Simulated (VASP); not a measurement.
# SnO2 (I4_1/amd) in VASP: further runs

SnO2 is run at these levels: LDA, BLYP, PBEsol; tasks: single point.

Program: VASP 6.6.1. These are calculated values, not measurements. Logs are shortened: lines on timing, memory, paths and dates and some standing lists are left out, and cuts for length are marked.

### 1 The cell of the first run

It takes space group I4_1/amd (No. 141, tetragonal). The conventional cell has a = 4.000 Å, b = 4.000 Å, c = 10.247 Å, α = 90.00°, β = 90.00°, γ = 90.00°. Sn (site symmetry -4m2) has 6 O at 2.06 to 2.09 Å within 2.7 Å. O (site symmetry 2mm) has 3 Sn at 2.06 to 2.09 Å and 2 O at 2.57 Å within 2.7 Å.

### 2 Single point, LDA

File INCAR:

```
PREC = Accurate ; ENCUT = 520
EDIFF = 1E-6 ; ISMEAR = -1
SIGMA = 0.02 ; LREAL = F
LASPH = T ; NELM = 80
ALGO = Normal ; ISIF = 2
LWAVE = F ; LCHARG = F
NBANDS = 35
```

File KPOINTS:

```
regular mesh
0
Gamma
  8 8 8
```

File POSCAR:

```
SnO2
1.0
   -2.0000700000      2.0000700000      5.1236800000
    2.0000700000     -2.0000700000      5.1236800000
    2.0000700000      2.0000700000     -5.1236800000
Sn O
2 4
Direct
    0.7500000000      0.2500000000      0.5000000000
    0.0000000000      0.0000000000      0.0000000000
    0.7965200000      0.7965200000      0.0000000000
    0.9534800000      0.4534800000      0.5000000000
    0.2034800000      0.2034800000      0.0000000000
    0.5465200000      0.0465200000      0.5000000000
```

Potentials or basis: VASP PAW LDA potentials, release 64 (Sn_d, O).

Command:

```
$ cat potpaw_LDA.64/Sn_d/POTCAR potpaw_LDA.64/O/POTCAR > POTCAR
$ mpirun -np 1 vasp_std > vasp.out
```

OUTCAR:

```text
PREC = Accurate
   ENCUT = 520
   EDIFF = 1E-6
   ISMEAR = -1
   LREAL = F
   LASPH = T
   NELM = 80
   ISIF = 2

 ion  position               nearest neighbor table
   1  0.750  0.250  0.500-   3 2.06   5 2.06   3 2.06   5 2.06   4 2.09   6 2.09   2 3.25   2 3.25
                             2 3.25   2 3.25
   2  0.000  0.000  0.000-   6 2.06   4 2.06   6 2.06   4 2.06   3 2.09   5 2.09   1 3.25   1 3.25
                             1 3.25   1 3.25
   3  0.797  0.797  0.000-   1 2.06   1 2.06   2 2.09
   4  0.953  0.453  0.500-   2 2.06   2 2.06   1 2.09
   5  0.203  0.203  0.000-   1 2.06   1 2.06   2 2.09
   6  0.547  0.047  0.500-   2 2.06   2 2.06   1 2.09

  LATTYP: Found a body centered tetragonal cell.
 ALAT       =     4.0001400000
 C/A-ratio  =     2.5617503387

  Lattice vectors:

 A1 = (  -2.0000700000,   2.0000700000,   5.1236800000)
 A2 = (   2.0000700000,  -2.0000700000,   5.1236800000)
 A3 = (   2.0000700000,   2.0000700000,  -5.1236800000)

Analysis of symmetry for initial positions (statically):
=====================================================================
 Subroutine PRICEL returns:
 Original cell was already a primitive cell.

 Routine SETGRP: Setting up the symmetry group for a
 body centered tetragonal supercell.

 Subroutine GETGRP returns: Found 16 space group operations
 (whereof  8 operations were pure point group operations)
 out of a pool of 16 trial point group operations.

The static configuration has the point symmetry D_2d.
 The point group associated with its full space group is D_4h.

Analysis of symmetry for dynamics (positions and initial velocities):
=====================================================================
 Subroutine PRICEL returns:
 Original cell was already a primitive cell.

 Routine SETGRP: Setting up the symmetry group for a
 body centered tetragonal supercell.

 Subroutine GETGRP returns: Found 16 space group operations
 (whereof  8 operations were pure point group operations)
 out of a pool of 16 trial point group operations.

The dynamic configuration has the point symmetry D_2d.
 The point group associated with its full space group is D_4h.

 Subroutine INISYM returns: Found 16 space group operations
 (whereof  8 operations are pure point group operations),
 and found     1 'primitive' translations

----------------------------------------------------------------------------------------

[... 101 lines left out ...]
   LREAL  =      F    real-space projection
   EDIFFG = 0.1E-04   stopping-criterion for IOM
   NSW    =      0    number of steps for IOM
   IBRION =     -1    ionic relax: 0-MD 1-quasi-New 2-CG
   NFREE  =      0    steps in history (QN), initial steepest desc. (CG)
   ISIF   =      2    stress and relaxation
   ISYM   =      2    0-nonsym 1-usesym 2-fastsym
   POTIM  = 0.5000    time-step for ionic-motion
   TEBEG  =    0.0;   TEEND  =   0.0 temperature during run
   PSTRESS=    0.0 pullay stress
   NELECT =      52.0000    total number of electrons
   NUPDOWN=      -1.0000    fix difference up-down
   EMIN   =  10.00;   EMAX   =-10.00  energy-range for DOS
   EFERMI =   0.00;   METHOD = LEGACY
   ISMEAR =    -1;   SIGMA  =   0.02  broadening in eV -4-tet -1-fermi 0-gaus
   EFERMI_NEDOS =   21; number of points for ismear=-14 and -15
   IALGO  =     38    algorithm
   IMIX   =      4    mixing-type and parameters
     AMIX     =   0.40;   BMIX     =  1.00
     AMIX_MAG =   1.60;   BMIX_MAG =  1.00
  volume/ion in A,a.u.               =      13.66        92.21
  Fermi-wavevector in a.u.,A,eV,Ry     =   1.406582  2.658055 26.918770  1.978474
  Thomas-Fermi vector in A             =   2.528928
   LORBIT       =      0    0 simple, 1 ext, 2 COOP (PROOUT), +10 PAW based schemes
   GGA     = CA    functional components
   LHFCALC =     F    Hartree Fock is set to
   AEXX    =    0.0000 exact exchange contribution
   IVDW    =     0    specifies the selected vdW correction
   LEPSILON=     F    determine dielectric tensor
   LRPA    =     F    only Hartree local field effects (RPA)
 non-spin polarized calculation
  energy-cutoff  :      520.00
  volume of cell :       81.98
 maximum number of plane-waves:      2244
 NGX is ok and might be reduce to    48
   NGX = 21   NGY = 21   NGZ = 21

 number of electron      52.0000007 magnetization

 Free energy of the ion-electron system (eV)
  ---------------------------------------------------
  ext. energy  EPLUGINS =         0.00000000
  ---------------------------------------------------
  free energy    TOTEN  =       -41.72468191 eV

  energy without entropy =      -41.72468191  energy(sigma->0) =      -41.72468191

 E-fermi :   4.1640     XC(G=0): -10.8688

 val. band max:        3.7496690592   @ k =   0.2500   0.2500   0.2500
 cond. band min:       5.2718473474   @ k =   0.0000   0.0000   0.0000
 fundamental gap:      1.5221782882
 Fermi energy:         4.1640210892

 k-point     1 :       0.0000    0.0000    0.0000
  band No.  band energies     occupation
      1     -16.5463      2.00000
      2     -16.5305      2.00000
      3     -16.3999      2.00000
      4     -15.8541      2.00000
      5     -15.7551      2.00000
      6     -15.7551      2.00000
[... 901 lines left out ...]
     34      14.8117      0.00000
     35      16.3231      0.00000

 [... further k-points ...]

------------------------ aborting loop because EDIFF is reached ----------------------------------------

  FORCE on cell =-STRESS in cart. coord.  units (eV):
  Direction    XX          YY          ZZ          XY          YZ          ZX
  --------------------------------------------------------------------------------------
  -------------------------------------------------------------------------------------
  Total       -1.3975702     -1.3975702     -1.8782730      0.0000000      0.0000000      0.0000000
  in kB      -27.3118951    -27.3118951    -36.7059887      0.0000000      0.0000000      0.0000000
  external PRESSURE =     -30.4432596 kB  Pullay stress =       0.0000000 kB

 VOLUME and BASIS-vectors are now :
 -----------------------------------------------------------------------------
  energy-cutoff  :      520.00
  volume of cell :       81.98
      direct lattice vectors                 reciprocal lattice vectors
    -2.000070000  2.000070000  5.123680000     0.000000000  0.249991250  0.097586110
     2.000070000 -2.000070000  5.123680000     0.249991250  0.000000000  0.097586110
     2.000070000  2.000070000 -5.123680000     0.249991250  0.249991250  0.000000000

 POSITION                                       TOTAL-FORCE (eV/Angst)
 -----------------------------------------------------------------------------------
      0.00000      2.00007      2.56184         0.000000      0.000000      0.000000
      0.00000      0.00000      0.00000         0.000000      0.000000      0.000000
      0.00000      0.00000      8.16223        -0.000000      0.000000      0.158281
      0.00000      2.00007      4.64697         0.000000     -0.000000     -0.158281
      0.00000      0.00000      2.08513        -0.000000      0.000000     -0.158281
      0.00000      2.00007      0.47671         0.000000     -0.000000      0.158281
 -----------------------------------------------------------------------------------
    total drift:                               -0.000000     -0.000000      0.000000

  FREE ENERGIE OF THE ION-ELECTRON SYSTEM (eV)
  ---------------------------------------------------
  free  energy   TOTEN  =       -41.7246819084 eV

  energy  without entropy=      -41.7246819083  energy(sigma->0) =      -41.72468191
```

stdout:

```text
POSCAR found type information on POSCAR SnO
 POSCAR found :  2 types and       6 ions
 scaLAPACK will be used
 LDA part: xc-table for (Slater(with rela. corr.)+CA(PZ))
 , standard interpolation
 POSCAR, INCAR and KPOINTS ok, starting setup
 FFT: planning ... GRIDC
 FFT: planning ... GRID_SOFT
 FFT: planning ... GRID
 WAVECAR not read
 entering main loop
```

Run time: 4 min. Hardware: 1 thread of AMD EPYC 9R14 (Zen 4), shared host; peak memory 0.3 GiB.

What came out:

```yaml
Free_energy: -41.7247 eV
Pressure: -3.0 GPa
Largest_force: 0.158 eV/Å
Band_gap_on_the_k_mesh: 1.52 eV, indirect (least direct gap 1.91 eV)
```

Forces on the atoms (eV/Å):
```
Sn   0.000  0.000  0.000
Sn   0.000  0.000  0.000
O    0.000  0.000  0.158
O    0.000  0.000 -0.158
O    0.000  0.000 -0.158
O    0.000  0.000  0.158
```

Caveat: spin-orbit coupling is left out, which moves the levels of the heavy elements.

### 3 Single point, BLYP

File INCAR:

```
SYSTEM = SnO2
PREC = Accurate
ENCUT = 520
EDIFF = 1E-7
ISMEAR = -1
SIGMA = 0.02
LREAL = .FALSE.
LASPH = .TRUE.
NELM = 100
ALGO = Normal
ISIF = 2
LWAVE = .FALSE.
LCHARG = .FALSE.
GGA = B5
ALDAX = 1.0
AGGAX = 1.0
AGGAC = 1.0
ALDAC = 0.0
NBANDS = 35
```

File KPOINTS:

```
regular mesh
0
G
  8 8 8
  0 0 0
```

POSCAR is that of step 2.

Potentials or basis: VASP PAW PBE potentials, release 64 (Sn_d, O).

Command:

```
$ cat potpaw_PBE.64/Sn_d/POTCAR potpaw_PBE.64/O/POTCAR > POTCAR
$ mpirun -np 1 vasp_std > vasp.out
```

OUTCAR:

```text
SYSTEM = SnO2
   PREC = Accurate
   ENCUT = 520
   EDIFF = 1E-7
   ISMEAR = -1
   LREAL = .FALSE.
   LASPH = .TRUE.
   NELM = 100
   ISIF = 2
   GGA = B5

 ion  position               nearest neighbor table
   1  0.750  0.250  0.500-   3 2.06   5 2.06   3 2.06   5 2.06   4 2.09   6 2.09   2 3.25   2 3.25
                             2 3.25   2 3.25
   2  0.000  0.000  0.000-   6 2.06   4 2.06   6 2.06   4 2.06   3 2.09   5 2.09   1 3.25   1 3.25
                             1 3.25   1 3.25
   3  0.797  0.797  0.000-   1 2.06   1 2.06   2 2.09
   4  0.953  0.453  0.500-   2 2.06   2 2.06   1 2.09
[... 1123 lines left out ...]
  -------------------------------------------------------------------------------------
  Total        5.6672264      5.6672264      6.1372869      0.0000000      0.0000000      0.0000000
  in kB      110.7512834    110.7512834    119.9373990      0.0000000      0.0000000      0.0000000
  external PRESSURE =     113.8133220 kB  Pullay stress =       0.0000000 kB

 VOLUME and BASIS-vectors are now :
 -----------------------------------------------------------------------------
  energy-cutoff  :      520.00
  volume of cell :       81.98
      direct lattice vectors                 reciprocal lattice vectors
    -2.000070000  2.000070000  5.123680000     0.000000000  0.249991250  0.097586110
     2.000070000 -2.000070000  5.123680000     0.249991250  0.000000000  0.097586110
     2.000070000  2.000070000 -5.123680000     0.249991250  0.249991250  0.000000000

 POSITION                                       TOTAL-FORCE (eV/Angst)
 -----------------------------------------------------------------------------------
      0.00000      2.00007      2.56184         0.000000      0.000000     -0.000000
      0.00000      0.00000      0.00000         0.000000      0.000000      0.000000
      0.00000      0.00000      8.16223         0.000000     -0.000000     -0.184592
      0.00000      2.00007      4.64697        -0.000000      0.000000      0.184592
      0.00000      0.00000      2.08513         0.000000     -0.000000      0.184592
      0.00000      2.00007      0.47671        -0.000000      0.000000     -0.184592
 -----------------------------------------------------------------------------------
    total drift:                               -0.000000     -0.000000      0.000000

  FREE ENERGIE OF THE ION-ELECTRON SYSTEM (eV)
  ---------------------------------------------------
  free  energy   TOTEN  =       -34.4191543551 eV

  energy  without entropy=      -34.4191543551  energy(sigma->0) =      -34.41915436
```

OSZICAR:

```text
N       E                     dE             d eps       ncg     rms          rms(c)
DAV:   1     0.663465447613E+03    0.66347E+03   -0.25531E+04  4507   0.223E+03
DAV:   2     0.648192803676E+02   -0.59865E+03   -0.56380E+03  4509   0.613E+02
DAV:   3    -0.367214960035E+02   -0.10154E+03   -0.99876E+02  4506   0.213E+02
DAV:   4    -0.420678864919E+02   -0.53464E+01   -0.53123E+01  5109   0.539E+01
DAV:   5    -0.422139231510E+02   -0.14604E+00   -0.14582E+00  5068   0.928E+00    0.174E+01
DAV:   6    -0.343148897104E+02    0.78990E+01   -0.23271E+01  6660   0.725E+01    0.616E+00
DAV:   7    -0.344728771119E+02   -0.15799E+00   -0.27155E+00  4498   0.915E+00    0.324E+00
DAV:   8    -0.344322932556E+02    0.40584E-01   -0.24788E-01  6303   0.486E+00    0.837E-01
DAV:   9    -0.344187111336E+02    0.13582E-01   -0.53592E-02  6615   0.354E+00    0.161E-01
DAV:  10    -0.344191109193E+02   -0.39979E-03   -0.49081E-03  5945   0.796E-01    0.629E-02
DAV:  11    -0.344191507399E+02   -0.39821E-04   -0.52583E-04  6309   0.262E-01    0.145E-02
DAV:  12    -0.344191586210E+02   -0.78810E-05   -0.73111E-05  5442   0.524E-02    0.147E-02
DAV:  13    -0.344191543645E+02    0.42564E-05   -0.17056E-05  5874   0.637E-02    0.193E-03
DAV:  14    -0.344191543937E+02   -0.29115E-07   -0.19314E-06  6154   0.146E-02    0.133E-03
DAV:  15    -0.344191543551E+02    0.38607E-07   -0.97298E-08  3168   0.217E-03
   1 F= -.34419154E+02 E0= -.34419154E+02  d E =-.103085E-11
```

It took 5.6 min on 1 thread of AMD EPYC 9R14 (Zen 4), shared host; peak memory 0.36 GiB.

What came out:

```yaml
Free_energy: -34.4192 eV
Pressure: 11.4 GPa
Largest_force: 0.185 eV/Å
Band_gap_on_the_k_mesh: 1.68 eV, indirect (least direct gap 2.06 eV)
```

Forces in eV/Å, atoms in the order of the input:
```
Sn   0.000  0.000  0.000
Sn   0.000  0.000  0.000
O    0.000  0.000 -0.185
O    0.000  0.000  0.185
O    0.000  0.000  0.185
O    0.000  0.000 -0.185
```

Levels at points of the mesh, in eV from the valence-band top:
```tsv
k point	band 24	band 25	band 26	band 27	band 28	band 29
(0.00, 0.00, 0.00)	-0.65	-0.39	-0.39	1.68	5.53	9.48
(0.50, 0.00, 0.00)	-0.74	-0.57	-0.38	4.97	6.21	8.04
(0.50, 0.50, 0.00)	-0.80	-0.04	-0.04	7.30	7.30	7.81
(0.50, 0.50, 0.50)	-0.99	-0.29	-0.29	4.25	4.25	7.81
```

Caveat: the PAW data sets were made with another functional, which shifts forces and pressure a little; spin-orbit coupling is left out, which moves the levels of the heavy elements.

### 4 Single point, PBEsol

File INCAR:

```
SYSTEM = SnO2
PREC = Accurate ; ENCUT = 520
EDIFF = 1E-6 ; ISMEAR = -1
SIGMA = 0.02 ; LREAL = .False.
LASPH = .True. ; NELM = 80
ALGO = Normal ; ISIF = 2
LWAVE = .False. ; LCHARG = .False.
GGA = PS ; NBANDS = 35
```

File KPOINTS:

```
regular mesh
0
Gamma
  8 8 8
  0 0 0
```

POSCAR is that of step 3.

Command:

```
$ cat potpaw_PBE.64/Sn_d/POTCAR potpaw_PBE.64/O/POTCAR > POTCAR
$ mpirun -np 1 vasp_std > vasp.out
```

It took 5.5 min on 1 thread of AMD EPYC 9R14 (Zen 4), shared host; peak memory 0.35 GiB.

Results (log left out):

```yaml
Free_energy: -39.2188 eV
Pressure: 1.3 GPa
Largest_force: 0.057 eV/Å
Band_gap_on_the_k_mesh: 1.56 eV, indirect (least direct gap 1.94 eV)
```

Forces on the atoms (eV/Å):
```
Sn   0.000  0.000  0.000
Sn   0.000  0.000  0.000
O    0.000  0.000  0.057
O    0.000  0.000 -0.057
O    0.000  0.000 -0.057
O    0.000  0.000  0.057
```

Stress tensor (GPa, compression positive):
```
1.55 0.00 0.00
0.00 1.55 0.00
0.00 0.00 0.66
```

Levels at points of the mesh, in eV from the valence-band top:
```csv
k point,band 24,band 25,band 26,band 27,band 28,band 29
"(0.00, 0.00, 0.00)",-0.67,-0.39,-0.39,1.56,5.49,9.23
"(0.50, 0.00, 0.00)",-0.76,-0.58,-0.39,4.90,6.15,7.83
"(0.50, 0.50, 0.00)",-0.82,-0.05,-0.05,7.27,7.27,7.56
"(0.50, 0.50, 0.50)",-1.02,-0.28,-0.28,4.19,4.19,7.56
```

Caveat: the PAW data sets were made with another functional, which shifts forces and pressure a little; spin-orbit coupling is left out, which moves the levels of the heavy elements. A k mesh can miss the band edges.

### 5 Overview

| level | potentials or basis | gap on the mesh (eV) | pressure (GPa) | largest force (eV/Å) |
| --- | --- | --- | --- | --- |
| LDA | VASP PAW LDA potentials, release 64 (Sn_d, O) | 1.52 | -3.0 | 0.16 |
| BLYP | VASP PAW PBE potentials, release 64 (Sn_d, O) | 1.68 | 11.4 | 0.18 |
| PBEsol | VASP PAW PBE potentials, release 64 (Sn_d, O) | 1.56 | 1.3 | 0.06 |

Alike in all rows: task single point; no spin polarisation; cell as given; k mesh 8 × 8 × 8; cutoff (eV) 520; smearing fermi-dirac 0.02 eV.

Caveats: spin-orbit coupling is left out, which moves the levels of the heavy elements; the PAW data sets were made with another functional, which shifts forces and pressure a little (some runs).

Absolute energies hang on the potentials; compare differences alone.
